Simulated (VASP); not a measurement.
# Ge (I4_1/amd) in VASP: a series of runs

The runs below take Ge through single point, with PBEsol.

Program: VASP 6.6.1. These are calculated values, not measurements. Logs are shortened: lines on timing, memory, paths and dates and some standing lists are left out, and cuts for length are marked.

## (1) The cell of the first run

Symmetry: I4_1/amd, No. 141, tetragonal system. Conventional cell: a = 5.020 Å, b = 5.020 Å, c = 2.655 Å, α = 90.00°, β = 90.00°, γ = 90.00°. Ge (site symmetry -4m2) has 10 Ge at 2.60 to 3.20 Å within 3.4 Å.

## (2) Single point, PBEsol (strain -0.025 along x and y, -0.050 along z)

INCAR reads:

```
SYSTEM = Ge
ALGO     = Normal         ! electronic algorithm
EDIFF    = 1E-6           ! SCF threshold, eV
ENCUT    = 520            ! plane-wave cutoff, eV
GGA      = PS             ! functional
ISIF     = 2              ! what is computed and relaxed
ISMEAR   = 0              ! smearing method
LASPH    = .True.         ! aspherical terms in the spheres
LCHARG   = .False.        ! write CHGCAR
LREAL    = .False.        ! projectors in reciprocal space
LWAVE    = .False.        ! write WAVECAR
NBANDS   = 21             ! bands
NELM     = 60             ! most SCF steps
PREC     = Accurate       ! precision mode
SIGMA    = 0.15           ! smearing width, eV
```

KPOINTS reads:

```
k-points
0
Gamma
  20 20 20
  0 0 0
```

POSCAR reads:

```
Ge
1.0
   -2.5101274760      2.5101274760      1.3275420110
    2.5101274760     -2.5101274760      1.3275420110
    2.5101274760      2.5101274760     -1.3275420110
Ge
2
Direct
    0.2500000000      0.7500000000      0.5000000000
    0.5000000000      0.5000000000      0.0000000000
```

Potentials or basis: VASP PAW PBE potentials, release 64 (Ge_d).

Run with:

```console
$ cat potpaw_PBE.64/Ge_d/POTCAR > POTCAR
$ mpirun -np 1 vasp_std > vasp.out
```

OUTCAR:

```text
SYSTEM = Ge
   EDIFF = 1E-6
   ENCUT = 520
   GGA = PS
   ISIF = 2
   ISMEAR = 0
   LASPH = .True.
   LREAL = .False.
   NELM = 60
   PREC = Accurate

 ion  position               nearest neighbor table
   1  0.250  0.750  0.500-   2 2.60   2 2.60   2 2.60   2 2.60
   2  0.500  0.500  0.000-   1 2.60   1 2.60   1 2.60   1 2.60

  LATTYP: Found a body centered tetragonal cell.
 ALAT       =     5.0202549520
 C/A-ratio  =     0.5288743395

  Lattice vectors:

 A1 = (  -2.5101274760,   2.5101274760,   1.3275420110)
 A2 = (   2.5101274760,  -2.5101274760,   1.3275420110)
 A3 = (   2.5101274760,   2.5101274760,  -1.3275420110)

Analysis of symmetry for initial positions (statically):
=====================================================================
 Subroutine PRICEL returns:
 Original cell was already a primitive cell.

 Routine SETGRP: Setting up the symmetry group for a
 body centered tetragonal supercell.

 Subroutine GETGRP returns: Found 16 space group operations
 (whereof  8 operations were pure point group operations)
 out of a pool of 16 trial point group operations.

The static configuration has the point symmetry D_2d.
 The point group associated with its full space group is D_4h.

Analysis of symmetry for dynamics (positions and initial velocities):
=====================================================================
 Subroutine PRICEL returns:
 Original cell was already a primitive cell.

 Routine SETGRP: Setting up the symmetry group for a
 body centered tetragonal supercell.

 Subroutine GETGRP returns: Found 16 space group operations
 (whereof  8 operations were pure point group operations)
 out of a pool of 16 trial point group operations.

The dynamic configuration has the point symmetry D_2d.
 The point group associated with its full space group is D_4h.

 Subroutine INISYM returns: Found 16 space group operations
 (whereof  8 operations are pure point group operations),
 and found     1 'primitive' translations

----------------------------------------------------------------------------------------

                                     Primitive cell

  volume of cell :      33.4580

  direct lattice vectors                    reciprocal lattice vectors
    -2.510127476  2.510127476  1.327542011     0.000000000  0.199193071  0.376635915
     2.510127476 -2.510127476  1.327542011     0.199193071  0.000000000  0.376635915
[... 82 lines left out ...]
   LASPH  =      T    aspherical Exc in radial PAW
   ENCUT  =  520.0 eV  38.22 Ry    6.18 a.u.   7.05  7.05  7.05*2*pi/ulx,y,z
   NELM   =     60;   NELMIN=  2; NELMDL= -5     # of ELM steps
   EDIFF  = 0.1E-05   stopping-criterion for ELM
   LREAL  =      F    real-space projection
   EDIFFG = 0.1E-04   stopping-criterion for IOM
   NSW    =      0    number of steps for IOM
   IBRION =     -1    ionic relax: 0-MD 1-quasi-New 2-CG
   NFREE  =      0    steps in history (QN), initial steepest desc. (CG)
   ISIF   =      2    stress and relaxation
   ISYM   =      2    0-nonsym 1-usesym 2-fastsym
   POTIM  = 0.5000    time-step for ionic-motion
   TEBEG  =    0.0;   TEEND  =   0.0 temperature during run
   PSTRESS=    0.0 pullay stress
   NELECT =      28.0000    total number of electrons
   NUPDOWN=      -1.0000    fix difference up-down
   EMIN   =  10.00;   EMAX   =-10.00  energy-range for DOS
   EFERMI =   0.00;   METHOD = LEGACY
   ISMEAR =     0;   SIGMA  =   0.15  broadening in eV -4-tet -1-fermi 0-gaus
   EFERMI_NEDOS =   21; number of points for ismear=-14 and -15
   IALGO  =     38    algorithm
   IMIX   =      4    mixing-type and parameters
     AMIX     =   0.40;   BMIX     =  1.00
     AMIX_MAG =   1.60;   BMIX_MAG =  1.00
  volume/ion in A,a.u.               =      16.73       112.89
  Fermi-wavevector in a.u.,A,eV,Ry     =   1.542745  2.915366 32.382724  2.380063
  Thomas-Fermi vector in A             =   2.648506
   LORBIT       =      0    0 simple, 1 ext, 2 COOP (PROOUT), +10 PAW based schemes
   GGA     = PS    functional components
   LHFCALC =     F    Hartree Fock is set to
   AEXX    =    0.0000 exact exchange contribution
   IVDW    =     0    specifies the selected vdW correction
   LEPSILON=     F    determine dielectric tensor
   LRPA    =     F    only Hartree local field effects (RPA)
 non-spin polarized calculation
 Gauss-broadening in eV      SIGMA  =   0.15
  energy-cutoff  :      520.00
  volume of cell :       33.46
 maximum number of plane-waves:       928
   NGX = 15   NGY = 15   NGZ = 15

 number of electron      27.9999981 magnetization

 Free energy of the ion-electron system (eV)
  ---------------------------------------------------
  ext. energy  EPLUGINS =         0.00000000
  ---------------------------------------------------
  free energy    TOTEN  =        -9.44542767 eV

  energy without entropy =       -9.43727752  energy(sigma->0) =       -9.44135260

 E-fermi :   7.8392     XC(G=0): -11.9955

 val. band max:        7.8336345550   @ k =   0.4000   0.1000   0.0500
 cond. band min:       7.8453535373   @ k =   0.4500   0.4500   0.0000
 fundamental gap:      0.0117189823
 Fermi energy:         7.8391752144

 k-point     1 :       0.0000    0.0000    0.0000
  band No.  band energies     occupation
      1     -16.9457      2.00000
      2     -16.9073      2.00000
      3     -16.8703      2.00000
      4     -16.8545      2.00000
      5     -16.6968      2.00000
      6     -16.6968      2.00000
[... 565 lines left out ...]
     20      16.9673      0.00000
     21      19.3506      0.00000

 [... further k-points ...]

------------------------ aborting loop because EDIFF is reached ----------------------------------------

  FORCE on cell =-STRESS in cart. coord.  units (eV):
  Direction    XX          YY          ZZ          XY          YZ          ZX
  --------------------------------------------------------------------------------------
  -------------------------------------------------------------------------------------
  Total        1.6396287      1.6396287      2.4208771      0.0000000      0.0000000      0.0000000
  in kB       78.5156577     78.5156577    115.9267066      0.0000000      0.0000000      0.0000000
  external PRESSURE =      90.9860074 kB  Pullay stress =       0.0000000 kB

 VOLUME and BASIS-vectors are now :
 -----------------------------------------------------------------------------
  energy-cutoff  :      520.00
  volume of cell :       33.46
      direct lattice vectors                 reciprocal lattice vectors
    -2.510127476  2.510127476  1.327542011     0.000000000  0.199193071  0.376635915
     2.510127476 -2.510127476  1.327542011     0.199193071  0.000000000  0.376635915
     2.510127476  2.510127476 -1.327542011     0.199193071  0.199193071  0.000000000

 POSITION                                       TOTAL-FORCE (eV/Angst)
 -----------------------------------------------------------------------------------
      2.51013      0.00000      0.66377        -0.000000     -0.000000     -0.000000
      0.00000      0.00000      1.32754         0.000000      0.000000      0.000000
 -----------------------------------------------------------------------------------
    total drift:                                0.000000     -0.000000      0.000000

  FREE ENERGIE OF THE ION-ELECTRON SYSTEM (eV)
  ---------------------------------------------------
  free  energy   TOTEN  =        -9.4454276722 eV

  energy  without entropy=       -9.4372775250  energy(sigma->0) =       -9.44135260
```

OSZICAR:

```text
N       E                     dE             d eps       ncg     rms          rms(c)
DAV:   1     0.170451261941E+03    0.17045E+03   -0.13928E+04 31106   0.394E+03
DAV:   2     0.127599314292E+02   -0.15769E+03   -0.15263E+03 27092   0.584E+02
DAV:   3    -0.894488113969E+01   -0.21705E+02   -0.21511E+02 30528   0.129E+02
DAV:   4    -0.949847312418E+01   -0.55359E+00   -0.55319E+00 30268   0.243E+01
DAV:   5    -0.950604542321E+01   -0.75723E-02   -0.75721E-02 30558   0.302E+00    0.258E+00
DAV:   6    -0.946398083480E+01    0.42065E-01   -0.32834E-02 36837   0.340E+00    0.141E+00
DAV:   7    -0.944607065142E+01    0.17910E-01   -0.18498E-02 36794   0.217E+00    0.144E-01
DAV:   8    -0.944542360169E+01    0.64705E-03   -0.24291E-03 33444   0.959E-01    0.529E-02
DAV:   9    -0.944542759581E+01   -0.39941E-05   -0.56505E-05 34519   0.103E-01    0.925E-03
DAV:  10    -0.944542767219E+01   -0.76375E-07   -0.25105E-06 26840   0.193E-02
   1 F= -.94454277E+01 E0= -.94413526E+01  d E =-.815015E-02
```

Run time: 4.4 min. Hardware: 1 thread of Intel Xeon Platinum 8259CL at 2.50GHz (Skylake/Cascade Lake), shared host; peak memory 0.44 GiB.

Results:

- Free energy: -9.4454 eV
- Pressure: 9.1 GPa
- Band gap on the k mesh: zero (bands 14 and 15 overlap by 5.67 eV)

Stress tensor (GPa, compression positive):
```
 7.85  0.00  0.00
 0.00  7.85  0.00
 0.00  0.00 11.59
```

Levels at points of the mesh, in eV from the Fermi level:
| k point | band 12 | band 13 | band 14 | band 15 | band 16 | band 17 |
| --- | --- | --- | --- | --- | --- | --- |
| (0.00, 0.00, 0.00) | -4.06 | -2.78 | -2.78 | 2.90 | 8.01 | 8.01 |
| (0.50, 0.00, 0.00) | -6.77 | -2.49 | -2.37 | -1.40 | 2.37 | 3.90 |
| (0.50, 0.50, 0.00) | -11.31 | 0.41 | 0.41 | 1.88 | 1.88 | 8.76 |
| (0.50, 0.50, 0.50) | -9.37 | -6.66 | -6.66 | 7.27 | 7.27 | 11.84 |

Caveat: the cell differs from its parent crystal (strain -0.025 along x and y, -0.050 along z); the cell stands under pressure; the PAW data sets were made with another functional, which shifts forces and pressure a little.

## (3) Single point, PBEsol (strain +0.000 along x and y, +0.025 along z)

INCAR reads:

```
SYSTEM = Ge
  ALGO = Normal
  EDIFF = 1E-6
  ENCUT = 520
  GGA = PS
  ISIF = 2
  ISMEAR = 0
  LASPH = .TRUE.
  LCHARG = .FALSE.
  LREAL = .FALSE.
  LWAVE = .FALSE.
  NBANDS = 21
  NELM = 60
  PREC = Accurate
  SIGMA = 0.15
```

KPOINTS reads:

```
k-points
0
G
  20 20 20
  0 0 0
```

POSCAR reads:

```
Ge
1.0
   -2.5744897190      2.5744897190      1.4323479593
    2.5744897190     -2.5744897190      1.4323479593
    2.5744897190      2.5744897190     -1.4323479593
Ge
2
Direct
    0.2500000000      0.7500000000      0.5000000000
    0.5000000000      0.5000000000      0.0000000000
```

Potentials or basis: VASP PAW PBE potentials, release 64 (Ge_d).

Run with:

```console
$ cat potpaw_PBE.64/Ge_d/POTCAR > POTCAR
$ mpirun -np 1 vasp_std > vasp.out
```

Run time: 3.2 min. Hardware: 1 thread of Intel Xeon 6975P-C (Granite Rapids), shared host; peak memory 0.48 GiB.

The run converged. Its results:

```yaml
Free_energy: -9.5320 eV
Pressure: -2.5 GPa
Band_gap_on_the_k_mesh: zero (bands 14 and 15 overlap by 5.17 eV)
```

Stress tensor (GPa, compression positive):
```
-2.39  0.00  0.00
 0.00 -2.39  0.00
 0.00  0.00 -2.81
```

Levels at points of the mesh, in eV from the Fermi level:
| k point | band 12 | band 13 | band 14 | band 15 | band 16 | band 17 |
| --- | --- | --- | --- | --- | --- | --- |
| (0.00, 0.00, 0.00) | -3.84 | -2.15 | -2.15 | 3.41 | 7.55 | 7.65 |
| (0.50, 0.00, 0.00) | -6.38 | -2.62 | -1.84 | -1.42 | 2.47 | 3.53 |
| (0.50, 0.50, 0.00) | -10.35 | 0.77 | 0.77 | 2.09 | 2.09 | 6.94 |
| (0.50, 0.50, 0.50) | -8.66 | -5.73 | -5.73 | 5.53 | 5.53 | 11.06 |

Caveat: the cell differs from its parent crystal (strain +0.000 along x and y, +0.025 along z); the PAW data sets were made with another functional, which shifts forces and pressure a little.

## (4) Single point, PBEsol (strain +0.025 along x and y, -0.025 along z)

INCAR reads:

```
SYSTEM = Ge
PREC = Accurate
ENCUT = 520
EDIFF = 1E-7
ISMEAR = 0
SIGMA = 0.15
LREAL = .False.
LASPH = .True.
NELM = 80
ALGO = Normal
ISIF = 2
LWAVE = .False.
LCHARG = .True.
GGA = PS
LELF = .True.
LVHAR = .True.
NBANDS = 21
```

KPOINTS reads:

```
regular mesh
0
Gamma
  20 20 20
  0 0 0
```

POSCAR reads:

```
Ge
1.0
   -2.6388519620      2.6388519620      1.3624773271
    2.6388519620     -2.6388519620      1.3624773271
    2.6388519620      2.6388519620     -1.3624773271
Ge
2
Direct
    0.2500000000      0.7500000000      0.5000000000
    0.5000000000      0.5000000000      0.0000000000
```

Potentials or basis: VASP PAW PBE potentials, release 64 (Ge_d).

Run with:

```console
$ cat potpaw_PBE.64/Ge_d/POTCAR > POTCAR
$ mpirun -np 1 vasp_std > vasp.out
```

OUTCAR:

```text
SYSTEM = Ge
   PREC = Accurate
   ENCUT = 520
   EDIFF = 1E-7
   ISMEAR = 0
   LREAL = .False.
   LASPH = .True.
   NELM = 80
   ISIF = 2
   GGA = PS

 ion  position               nearest neighbor table
   1  0.250  0.750  0.500-   2 2.73   2 2.73   2 2.73   2 2.73
   2  0.500  0.500  0.000-   1 2.73   1 2.73   1 2.73   1 2.73

  LATTYP: Found a body centered tetragonal cell.
 ALAT       =     5.2777039240
 C/A-ratio  =     0.5163144226

  Lattice vectors:

[... 767 lines left out ...]

  FORCE on cell =-STRESS in cart. coord.  units (eV):
  Direction    XX          YY          ZZ          XY          YZ          ZX
  --------------------------------------------------------------------------------------
  -------------------------------------------------------------------------------------
  Total       -0.9226535     -0.9226535      0.2600628      0.0000000     -0.0000000      0.0000000
  in kB      -38.9520125    -38.9520125     10.9791713      0.0000000     -0.0000000      0.0000000
  external PRESSURE =     -22.3082846 kB  Pullay stress =       0.0000000 kB

 VOLUME and BASIS-vectors are now :
 -----------------------------------------------------------------------------
  energy-cutoff  :      520.00
  volume of cell :       37.95
      direct lattice vectors                 reciprocal lattice vectors
    -2.638851962  2.638851962  1.362477327     0.000000000  0.189476336  0.366978584
     2.638851962 -2.638851962  1.362477327     0.189476336  0.000000000  0.366978584
     2.638851962  2.638851962 -1.362477327     0.189476336  0.189476336  0.000000000

 POSITION                                       TOTAL-FORCE (eV/Angst)
 -----------------------------------------------------------------------------------
      2.63885      0.00000      0.68124        -0.000000      0.000000     -0.000000
      0.00000      0.00000      1.36248         0.000000     -0.000000      0.000000
 -----------------------------------------------------------------------------------
    total drift:                                0.000000     -0.000000      0.000000

  FREE ENERGIE OF THE ION-ELECTRON SYSTEM (eV)
  ---------------------------------------------------
  free  energy   TOTEN  =        -9.5096189344 eV

  energy  without entropy=       -9.4996645907  energy(sigma->0) =       -9.50464176
```

OSZICAR:

```text
N       E                     dE             d eps       ncg     rms          rms(c)
DAV:   1     0.174696684429E+03    0.17470E+03   -0.14128E+04 30849   0.381E+03
DAV:   2     0.144943781315E+02   -0.16020E+03   -0.15538E+03 27072   0.593E+02
DAV:   3    -0.887870400305E+01   -0.23373E+02   -0.23186E+02 30691   0.133E+02
DAV:   4    -0.954053683393E+01   -0.66183E+00   -0.66132E+00 30268   0.260E+01
DAV:   5    -0.955039231122E+01   -0.98555E-02   -0.98552E-02 30570   0.350E+00    0.206E+00
DAV:   6    -0.952086157387E+01    0.29531E-01   -0.32690E-02 36773   0.314E+00    0.112E+00
DAV:   7    -0.951013604658E+01    0.10726E-01   -0.16498E-02 36729   0.195E+00    0.137E-01
DAV:   8    -0.950961462758E+01    0.52142E-03   -0.21075E-03 32080   0.860E-01    0.444E-02
DAV:   9    -0.950961898056E+01   -0.43530E-05   -0.41642E-05 32858   0.796E-02    0.896E-03
DAV:  10    -0.950961912929E+01   -0.14873E-06   -0.25708E-06 35054   0.225E-02    0.843E-04
DAV:  11    -0.950961896400E+01    0.16529E-06   -0.55811E-08 20585   0.313E-03    0.200E-04
DAV:  12    -0.950961893441E+01    0.29594E-07   -0.31631E-08 17101   0.353E-03
   1 F= -.95096189E+01 E0= -.95046418E+01  d E =-.995434E-02
```

stdout:

```text
POSCAR found type information on POSCAR Ge
 POSCAR found :  1 types and       2 ions
 scaLAPACK will be used
 -----------------------------------------------------------------------------
|                                                                             |
|                                                                             |
|     You enforced a specific xc type in the INCAR file but a different       |
|     I HOPE YOU KNOW WHAT YOU ARE DOING!                                     |
|                                                                             |
 -----------------------------------------------------------------------------

 LDA part: xc-table for (Slater+PW92), standard interpolation
 POSCAR, INCAR and KPOINTS ok, starting setup
 FFT: planning ... GRIDC
 FFT: planning ... GRID_SOFT
 FFT: planning ... GRID
 WAVECAR not read
 entering main loop
```

Wall time 4.6 min (1 thread of Intel Xeon 6975P-C (Granite Rapids), shared host); peak memory 0.48 GiB.

Results:

```
Free energy            : -9.5096 eV
Pressure               : -2.2 GPa
Band gap on the k mesh : zero (bands 14 and 15 overlap by 4.74 eV)
```

Stress tensor (GPa, compression positive):
```
-3.90  0.00  0.00
 0.00 -3.90  0.00
 0.00  0.00  1.10
```

Levels at points of the mesh, in eV from the Fermi level:
| k point | band 10 | band 11 | band 12 | band 13 | band 14 | band 15 | band 16 | band 17 | band 18 | band 19 |
| --- | --- | --- | --- | --- | --- | --- | --- | --- | --- | --- |
| (0.00, 0.00, 0.00) | -24.33 | -13.09 | -4.71 | -2.46 | -2.46 | 3.13 | 6.97 | 6.97 | 8.89 | 9.16 |
| (0.50, 0.00, 0.00) | -24.35 | -7.56 | -6.06 | -2.68 | -2.12 | -0.98 | 2.64 | 3.48 | 5.32 | 8.44 |
| (0.50, 0.50, 0.00) | -24.40 | -10.51 | -10.51 | 0.36 | 0.36 | 1.40 | 1.40 | 8.42 | 8.42 | 12.17 |
| (0.50, 0.50, 0.50) | -24.43 | -9.04 | -9.04 | -5.78 | -5.78 | 7.24 | 7.24 | 10.06 | 10.06 | 15.13 |

Caveat: the cell differs from its parent crystal (strain +0.025 along x and y, -0.025 along z); the PAW data sets were made with another functional, which shifts forces and pressure a little.

(Continued in part 2 of 2.)
